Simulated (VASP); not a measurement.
# Lu (Pm-3m) in VASP: a series of runs

The runs below take Lu through relaxation of cell and atoms, with PBEsol.

Everything below comes from runs of VASP 6.6.1. Logs are shortened: lines on timing, memory, paths and dates and some standing lists are left out, and cuts for length are marked.

## Step 1: The cell of the first run

Symmetry: Pm-3m, No. 221, cubic system. Conventional cell: a = 3.190 Å, b = 3.190 Å, c = 3.190 Å, α = 90.00°, β = 90.00°, γ = 90.00°. Lu (site symmetry m-3m) has 6 Lu at 3.19 Å within 4.2 Å.

## Step 2: Relaxation of cell and atoms, PBEsol, target pressure 10 GPa, at which the enthalpy is minimised

The input, INCAR:

```
SYSTEM = Lu
PREC = Accurate ; ENCUT = 600
EDIFF = 1E-6 ; ISMEAR = 0
SIGMA = 0.05 ; LREAL = .FALSE.
LASPH = .TRUE. ; NELM = 80
ALGO = Normal ; ISIF = 3
LWAVE = .FALSE. ; LCHARG = .FALSE.
GGA = PS ; IBRION = 2
NSW = 80 ; EDIFFG = -0.03
PSTRESS = 100.0
```

The input, KPOINTS:

```
regular mesh
0
G
  6 6 6
  0 0 0
```

The input, POSCAR:

```
Lu
1.0
    3.1900000000      0.0000000000      0.0000000000
    0.0000000000      3.1900000000      0.0000000000
    0.0000000000      0.0000000000      3.1900000000
Lu
1
Direct
    0.0000000000      0.0000000000      0.0000000000
```

Potentials or basis: VASP PAW PBE potentials, release 64 (Lu).

Command:

```sh
cat potpaw_PBE.64/Lu/POTCAR > POTCAR
mpirun -np 1 vasp_std > vasp.out
```

OUTCAR:

```text
SYSTEM = Lu
   PREC = Accurate
   ENCUT = 600
   EDIFF = 1E-6
   ISMEAR = 0
   LREAL = .FALSE.
   LASPH = .TRUE.
   NELM = 80
   ISIF = 3
   GGA = PS
   IBRION = 2
   NSW = 80
   EDIFFG = -0.03
   PSTRESS = 100.0

 ion  position               nearest neighbor table
   1  0.000  0.000  0.000-

  LATTYP: Found a simple cubic cell.
 ALAT       =     3.1900000000

  Lattice vectors:

 A1 = (   3.1900000000,   0.0000000000,   0.0000000000)
 A2 = (   0.0000000000,   3.1900000000,   0.0000000000)
 A3 = (   0.0000000000,   0.0000000000,   3.1900000000)

Analysis of symmetry for initial positions (statically):
=====================================================================
 Subroutine PRICEL returns:
 Original cell was already a primitive cell.

 Routine SETGRP: Setting up the symmetry group for a
 simple cubic supercell.

 Subroutine GETGRP returns: Found 48 space group operations
 (whereof 48 operations were pure point group operations)
 out of a pool of 48 trial point group operations.

The static configuration has the point symmetry O_h .

Analysis of symmetry for dynamics (positions and initial velocities):
=====================================================================
 Subroutine PRICEL returns:
 Original cell was already a primitive cell.

 Routine SETGRP: Setting up the symmetry group for a
 simple cubic supercell.

 Subroutine GETGRP returns: Found 48 space group operations
 (whereof 48 operations were pure point group operations)
 out of a pool of 48 trial point group operations.

The dynamic configuration has the point symmetry O_h .

 Subroutine INISYM returns: Found 48 space group operations
 (whereof 48 operations are pure point group operations),
 and found     1 'primitive' translations

----------------------------------------------------------------------------------------

                                     Primitive cell

  volume of cell :      32.4618

  direct lattice vectors                    reciprocal lattice vectors
     3.190000000  0.000000000  0.000000000     0.313479624  0.000000000  0.000000000
     0.000000000  3.190000000  0.000000000     0.000000000  0.313479624  0.000000000
     0.000000000  0.000000000  3.190000000     0.000000000  0.000000000  0.313479624

  length of vectors
     3.190000000  3.190000000  3.190000000     0.313479624  0.313479624  0.313479624

  position of ions in fractional coordinates (direct lattice)
     0.000000000  0.000000000  0.000000000

  ion indices of the primitive-cell ions
   primitive index   ion index
                 1           1

[... 49 lines left out ...]
   number of dos      NEDOS =    301   number of ions     NIONS =      1
   total plane-waves  NPLWV =  21952
   dimension x,y,z NGX =    28 NGY =   28 NGZ =   28
   dimension x,y,z NGXF=    56 NGYF=   56 NGZF=   56
   ions per type =               1
   NGX,Y,Z   is equivalent  to a cutoff of  14.59, 14.59, 14.59 a.u.
   NGXF,Y,Z  is equivalent  to a cutoff of  29.18, 29.18, 29.18 a.u.
 SYSTEM =  Lu
   PREC   = accura    normal or accurate (medium, high low for compatibility)
   ISTART =      0    job   : 0-new  1-cont  2-samecut
   ICHARG =      2    charge: 1-file 2-atom 10-const
   ISPIN  =      1    spin polarized calculation?
   LNONCOLLINEAR =      F non collinear calculations
   LSORBIT =      F    spin-orbit coupling
   LASPH  =      T    aspherical Exc in radial PAW
   ENCUT  =  600.0 eV  44.10 Ry    6.64 a.u.   6.37  6.37  6.37*2*pi/ulx,y,z
   NELM   =     80;   NELMIN=  2; NELMDL= -5     # of ELM steps
   EDIFF  = 0.1E-05   stopping-criterion for ELM
   LREAL  =      F    real-space projection
   EDIFFG = -.3E-01   stopping-criterion for IOM
   NSW    =     80    number of steps for IOM
   IBRION =      2    ionic relax: 0-MD 1-quasi-New 2-CG
   NFREE  =      1    steps in history (QN), initial steepest desc. (CG)
   ISIF   =      3    stress and relaxation
   ISYM   =      2    0-nonsym 1-usesym 2-fastsym
   POTIM  = 0.5000    time-step for ionic-motion
   TEBEG  =    0.0;   TEEND  =   0.0 temperature during run
   PSTRESS=  100.0 pullay stress
   NELECT =      25.0000    total number of electrons
   NUPDOWN=      -1.0000    fix difference up-down
   EMIN   =  10.00;   EMAX   =-10.00  energy-range for DOS
   EFERMI =   0.00;   METHOD = LEGACY
   ISMEAR =     0;   SIGMA  =   0.05  broadening in eV -4-tet -1-fermi 0-gaus
   EFERMI_NEDOS =   21; number of points for ismear=-14 and -15
   IALGO  =     38    algorithm
   IMIX   =      4    mixing-type and parameters
     AMIX     =   0.40;   BMIX     =  1.00
     AMIX_MAG =   1.60;   BMIX_MAG =  1.00
  volume/ion in A,a.u.               =      32.46       219.06
  Fermi-wavevector in a.u.,A,eV,Ry     =   1.500597  2.835718 30.637492  2.251792
  Thomas-Fermi vector in A             =   2.612077
   LORBIT       =      0    0 simple, 1 ext, 2 COOP (PROOUT), +10 PAW based schemes
   GGA     = PS    functional components
   LHFCALC =     F    Hartree Fock is set to
   AEXX    =    0.0000 exact exchange contribution
   IVDW    =     0    specifies the selected vdW correction
   LEPSILON=     F    determine dielectric tensor
   LRPA    =     F    only Hartree local field effects (RPA)
 conjugate gradient relaxation of ions
 non-spin polarized calculation
 Gauss-broadening in eV      SIGMA  =   0.05
  energy-cutoff  :      600.00
  volume of cell :       32.46
 maximum number of plane-waves:      1108
 NGX is ok and might be reduce to    28
   NGX = 13   NGY = 13   NGZ = 13

--------------------------------------- Ionic step        1  -------------------------------------------

 number of electron      25.0000003 magnetization

 Free energy of the ion-electron system (eV)
  ---------------------------------------------------
  ext. energy  EPLUGINS =         0.00000000
  ---------------------------------------------------
  free energy    TOTEN  =        -4.05343082 eV

  energy without entropy =       -4.05063262  energy(sigma->0) =       -4.05203172

 E-fermi :   1.6981     XC(G=0): -10.2098

 val. band max:        1.6414534316   @ k =   0.1667   0.1667   0.0000
 cond. band min:       1.7417528017   @ k =   0.3333   0.1667   0.0000
 fundamental gap:      0.1002993701
 Fermi energy:         1.6981260226

 k-point     1 :       0.0000    0.0000    0.0000
  band No.  band energies     occupation
      1     -55.0064      2.00000
      2     -25.3994      2.00000
      3     -25.3994      2.00000
      4     -25.3994      2.00000
      5      -4.0466      2.00000
      6      -3.7109      2.00000
[... 479 lines left out ...]
--------------------------------------- Ionic step        4  -------------------------------------------

 number of electron      24.9999998 magnetization

 Free energy of the ion-electron system (eV)
  ---------------------------------------------------
  ext. energy  EPLUGINS =         0.00000000
  ---------------------------------------------------
  free energy    TOTEN  =        -3.92205963 eV

  energy without entropy =       -3.92082060  energy(sigma->0) =       -3.92144011

 E-fermi :   2.8649     XC(G=0): -11.6855

 val. band max:        2.6805382447   @ k =   0.3333   0.0000   0.0000
 cond. band min:       2.9116899599   @ k =   0.5000   0.5000   0.0000
 fundamental gap:      0.2311517152
 Fermi energy:         2.8649458057

 k-point     1 :       0.0000    0.0000    0.0000
  band No.  band energies     occupation
      1     -53.4047      2.00000
      2     -23.4834      2.00000
      3     -23.4834      2.00000
      4     -23.4834      2.00000
      5      -3.5052      2.00000
      6      -2.2148      2.00000
[... 401 lines left out ...]
  energy  without entropy=       -3.9208205980  energy(sigma->0) =       -3.92144011

  enthalpy is  TOTEN    =        -2.4178194894 eV   P V=        1.5042401407

 reached required accuracy - stopping structural energy minimisation
```

CONTCAR:

```text
Lu
   1.00000000000000
     2.8885235899904891    0.0000000000000000   -0.0000000000000000
    -0.0000000000000000    2.8885235899904891   -0.0000000000000000
    -0.0000000000000000    0.0000000000000000    2.8885235899904891
  Lu
     1
Direct
     0.0000000000000000    0.0000000000000000    0.0000000000000000

  0.00000000E+00  0.00000000E+00  0.00000000E+00
```

Run time: 67 s. Hardware: 1 thread of Intel Xeon Platinum 8375C at 2.90GHz (Ice Lake), shared host; peak memory 0.18 GiB.

What came out:

```
Free energy                                            : -3.9221 eV
Relaxed volume                                         : 24.10 Å³/atom
Relaxed cell                                           : a = 2.889 Å, b = 2.889 Å, c = 2.889 Å, α = 90.00°, β = 90.00°, γ = 90.00°
Space group after relaxing (to 0.05 Å)                 : Pm-3m (No. 221)
Energy change on relaxing (the enthalpy is what falls) : +131.4 meV/atom
Ionic steps                                            : 4
Pressure after relaxing                                : 9.9 GPa
```

Step by step:
| step | energy change (eV) | largest force (eV/Å) | pressure (GPa) | volume (Å³) |
| --- | --- | --- | --- | --- |
| 1 | 0.0000 | 0.0000 | -0.68 | 32.46 |
| 2 | 0.1860 | 0.0000 | 13.86 | 23.32 |
| 3 | 0.1224 | 0.0000 | 9.63 | 24.25 |
| 4 | 0.1314 | 0.0000 | 9.91 | 24.10 |

Final structure:
```cif
data_structure
_symmetry_space_group_name_H-M 'P 1'
_symmetry_Int_Tables_number 1
_cell_length_a 2.8885
_cell_length_b 2.8885
_cell_length_c 2.8885
_cell_angle_alpha 90.000
_cell_angle_beta 90.000
_cell_angle_gamma 90.000
_cell_volume 24.10
loop_
_atom_site_label
_atom_site_type_symbol
_atom_site_fract_x
_atom_site_fract_y
_atom_site_fract_z
_atom_site_occupancy
Lu1 Lu 0.00000 0.00000 0.00000 1
```

Levels at points of the mesh, in eV from the Fermi level:
```csv
k point,band 9,band 10,band 11,band 12,band 13,band 14,band 15,band 16
"(0.00, 0.00, 0.00)",-5.02,-5.02,-5.02,-4.96,-0.96,-0.96,8.04,8.04
"(0.50, 0.00, 0.00)",-4.99,-4.92,-4.92,-2.76,0.12,0.20,3.90,3.90
"(0.50, 0.50, 0.00)",-5.03,-4.94,-4.91,-2.92,0.05,4.82,4.82,5.03
"(0.50, 0.50, 0.50)",-4.96,-4.96,-4.96,-1.10,-1.10,-1.10,6.55,10.98
```

Caveat: the cell is relaxed towards a set pressure, so the enthalpy falls and the energy may rise; the volume moved by over 15 % at a fixed basis, so the end points are rough; the PAW data sets were made with another functional, which shifts forces and pressure a little; spin-orbit coupling is left out, which moves the levels of the heavy elements.

## Step 3: Relaxation of cell and atoms, PBEsol, target pressure 20 GPa, at which the enthalpy is minimised

The input, INCAR:

```
SYSTEM = Lu
PREC = Accurate
ENCUT = 600
EDIFF = 1E-6
ISMEAR = 0
SIGMA = 0.05
LREAL = .FALSE.
LASPH = .TRUE.
NELM = 80
ALGO = Normal
ISIF = 3
LWAVE = .FALSE.
LCHARG = .FALSE.
GGA = PS
IBRION = 2
NSW = 80
EDIFFG = -0.03
PSTRESS = 200.0
```

KPOINTS is that of step 2.

POSCAR is that of step 2.

Potentials or basis: VASP PAW PBE potentials, release 64 (Lu).

Command:

```sh
cat potpaw_PBE.64/Lu/POTCAR > POTCAR
mpirun -np 1 vasp_std > vasp.out
```

OUTCAR:

```text
SYSTEM = Lu
   PREC = Accurate
   ENCUT = 600
   EDIFF = 1E-6
   ISMEAR = 0
   LREAL = .FALSE.
   LASPH = .TRUE.
   NELM = 80
   ISIF = 3
   GGA = PS
   IBRION = 2
   NSW = 80
   EDIFFG = -0.03
   PSTRESS = 200.0

 ion  position               nearest neighbor table
   1  0.000  0.000  0.000-

  LATTYP: Found a simple cubic cell.
 ALAT       =     3.1900000000

  Lattice vectors:

 A1 = (   3.1900000000,   0.0000000000,   0.0000000000)
 A2 = (   0.0000000000,   3.1900000000,   0.0000000000)
 A3 = (   0.0000000000,   0.0000000000,   3.1900000000)

Analysis of symmetry for initial positions (statically):
=====================================================================
 Subroutine PRICEL returns:
 Original cell was already a primitive cell.

 Routine SETGRP: Setting up the symmetry group for a
 simple cubic supercell.

 Subroutine GETGRP returns: Found 48 space group operations
 (whereof 48 operations were pure point group operations)
 out of a pool of 48 trial point group operations.

The static configuration has the point symmetry O_h .

Analysis of symmetry for dynamics (positions and initial velocities):
=====================================================================
 Subroutine PRICEL returns:
 Original cell was already a primitive cell.

 Routine SETGRP: Setting up the symmetry group for a
 simple cubic supercell.

 Subroutine GETGRP returns: Found 48 space group operations
 (whereof 48 operations were pure point group operations)
 out of a pool of 48 trial point group operations.

The dynamic configuration has the point symmetry O_h .

 Subroutine INISYM returns: Found 48 space group operations
 (whereof 48 operations are pure point group operations),
 and found     1 'primitive' translations

----------------------------------------------------------------------------------------

                                     Primitive cell

  volume of cell :      32.4618

  direct lattice vectors                    reciprocal lattice vectors
     3.190000000  0.000000000  0.000000000     0.313479624  0.000000000  0.000000000
     0.000000000  3.190000000  0.000000000     0.000000000  0.313479624  0.000000000
[... 81 lines left out ...]
   NSW    =     80    number of steps for IOM
   IBRION =      2    ionic relax: 0-MD 1-quasi-New 2-CG
   NFREE  =      1    steps in history (QN), initial steepest desc. (CG)
   ISIF   =      3    stress and relaxation
   ISYM   =      2    0-nonsym 1-usesym 2-fastsym
   POTIM  = 0.5000    time-step for ionic-motion
   TEBEG  =    0.0;   TEEND  =   0.0 temperature during run
   PSTRESS=  200.0 pullay stress
   NELECT =      25.0000    total number of electrons
   NUPDOWN=      -1.0000    fix difference up-down
   EMIN   =  10.00;   EMAX   =-10.00  energy-range for DOS
   EFERMI =   0.00;   METHOD = LEGACY
   ISMEAR =     0;   SIGMA  =   0.05  broadening in eV -4-tet -1-fermi 0-gaus
   EFERMI_NEDOS =   21; number of points for ismear=-14 and -15
   IALGO  =     38    algorithm
   IMIX   =      4    mixing-type and parameters
     AMIX     =   0.40;   BMIX     =  1.00
     AMIX_MAG =   1.60;   BMIX_MAG =  1.00
  volume/ion in A,a.u.               =      32.46       219.06
  Fermi-wavevector in a.u.,A,eV,Ry     =   1.500597  2.835718 30.637492  2.251792
  Thomas-Fermi vector in A             =   2.612077
   LORBIT       =      0    0 simple, 1 ext, 2 COOP (PROOUT), +10 PAW based schemes
   GGA     = PS    functional components
   LHFCALC =     F    Hartree Fock is set to
   AEXX    =    0.0000 exact exchange contribution
   IVDW    =     0    specifies the selected vdW correction
   LEPSILON=     F    determine dielectric tensor
   LRPA    =     F    only Hartree local field effects (RPA)
 conjugate gradient relaxation of ions
 non-spin polarized calculation
 Gauss-broadening in eV      SIGMA  =   0.05
  energy-cutoff  :      600.00
  volume of cell :       32.46
 maximum number of plane-waves:      1108
 NGX is ok and might be reduce to    28
   NGX = 13   NGY = 13   NGZ = 13

--------------------------------------- Ionic step        1  -------------------------------------------

 number of electron      25.0000003 magnetization

 Free energy of the ion-electron system (eV)
  ---------------------------------------------------
  ext. energy  EPLUGINS =         0.00000000
  ---------------------------------------------------
  free energy    TOTEN  =        -4.05343082 eV

  energy without entropy =       -4.05063262  energy(sigma->0) =       -4.05203172

 E-fermi :   1.6981     XC(G=0): -10.2098

 val. band max:        1.6414534316   @ k =   0.1667   0.1667   0.0000
 cond. band min:       1.7417528017   @ k =   0.3333   0.1667   0.0000
 fundamental gap:      0.1002993701
 Fermi energy:         1.6981260226

 k-point     1 :       0.0000    0.0000    0.0000
  band No.  band energies     occupation
      1     -55.0064      2.00000
      2     -25.3994      2.00000
      3     -25.3994      2.00000
      4     -25.3994      2.00000
      5      -4.0466      2.00000
      6      -3.7109      2.00000
[... 553 lines left out ...]
--------------------------------------- Ionic step        6  -------------------------------------------

 number of electron      25.0000006 magnetization

 Free energy of the ion-electron system (eV)
  ---------------------------------------------------
  ext. energy  EPLUGINS =         0.00000000
  ---------------------------------------------------
  free energy    TOTEN  =        -3.69598566 eV

  energy without entropy =       -3.69483836  energy(sigma->0) =       -3.69541201

 E-fermi :   3.3027     XC(G=0): -12.2860

 val. band max:        3.0361662479   @ k =   0.1667   0.0000   0.0000
 cond. band min:       3.3263636166   @ k =   0.5000   0.0000   0.0000
 fundamental gap:      0.2901973687
 Fermi energy:         3.3027360590

 k-point     1 :       0.0000    0.0000    0.0000
  band No.  band energies     occupation
      1     -52.8942      2.00000
      2     -22.7627      2.00000
      3     -22.7627      2.00000
      4     -22.7627      2.00000
      5      -3.2255      2.00000
      6      -1.7114      2.00000
[... 401 lines left out ...]
  energy  without entropy=       -3.6948383600  energy(sigma->0) =       -3.69541201

  enthalpy is  TOTEN    =        -0.9977247427 eV   P V=        2.6982609216

 reached required accuracy - stopping structural energy minimisation
```

OSZICAR:

```text
N       E                     dE             d eps       ncg     rms          rms(c)
DAV:   1     0.897378349509E+02    0.89738E+02   -0.11510E+04   784   0.573E+03
DAV:   2     0.600892542734E+00   -0.89137E+02   -0.87227E+02   704   0.361E+02
DAV:   3    -0.390072108595E+01   -0.45016E+01   -0.44326E+01   752   0.722E+01
[... 67 lines left out ...]
DAV:   4    -0.369374125119E+01   -0.14017E-02   -0.23312E-03  1048   0.408E-01    0.152E-01
DAV:   5    -0.369584160537E+01   -0.21004E-02   -0.38830E-03  1160   0.497E-01    0.424E-02
DAV:   6    -0.369595476796E+01   -0.11316E-03   -0.16359E-04   992   0.126E-01    0.177E-02
DAV:   7    -0.369598324952E+01   -0.28482E-04   -0.48068E-05  1104   0.567E-02    0.536E-03
DAV:   8    -0.369598560382E+01   -0.23543E-05   -0.38617E-06   816   0.200E-02    0.602E-04
DAV:   9    -0.369598566432E+01   -0.60499E-07   -0.20481E-07   400   0.335E-03
   6 F= -.99772474E+00 E0= -.99715109E+00  d E =-.299082E-03
```

CONTCAR:

```text
Lu
   1.00000000000000
     2.7856176794332264    0.0000000000000000   -0.0000000000000000
    -0.0000000000000000    2.7856176794332264    0.0000000000000000
    -0.0000000000000000    0.0000000000000000    2.7856176794332264
  Lu
     1
Direct
     0.0000000000000000    0.0000000000000000    1.0000000000000000

  0.00000000E+00  0.00000000E+00  0.00000000E+00
```

Wall time 92 s (1 thread of Intel Xeon Platinum 8375C at 2.90GHz (Ice Lake), shared host); peak memory 0.19 GiB.

What came out:

| Item | Value |
| --- | --- |
| Free energy | -3.6960 eV |
| Relaxed volume | 21.62 Å³/atom |
| Relaxed cell | a = 2.786 Å, b = 2.786 Å, c = 2.786 Å, α = 90.00°, β = 90.00°, γ = 90.00° |
| Space group after relaxing (to 0.05 Å) | Pm-3m (No. 221) |
| Energy change on relaxing (the enthalpy is what falls) | +357.4 meV/atom |
| Ionic steps | 6 |
| Pressure after relaxing | 20.0 GPa |

Step by step:
```csv
step,energy change (eV),largest force (eV/Å),pressure (GPa),volume (Å³)
1,0.0000,0.0000,-0.68,32.46
2,1.5536,0.0000,62.14,16.49
3,0.3506,0.0000,19.58,21.67
4,0.3742,0.0000,20.73,21.48
5,0.3387,0.0000,19.31,21.77
6,0.3574,0.0000,20.02,21.62
```

Final structure:
```yaml
crystal:
  lattice:
    - [2.78562, 0.00000, 0.00000]
    - [0.00000, 2.78562, 0.00000]
    - [0.00000, 0.00000, 2.78562]
  atoms:
    - { symbol: Lu, position: [0.00000, 0.00000, 0.00000] }
```

Caveat: the cell is relaxed towards a set pressure, so the enthalpy falls and the energy may rise; the volume moved by over 15 % at a fixed basis, so the end points are rough; the PAW data sets were made with another functional, which shifts forces and pressure a little; spin-orbit coupling is left out, which moves the levels of the heavy elements.

(Part 1 of 2 ends here.)
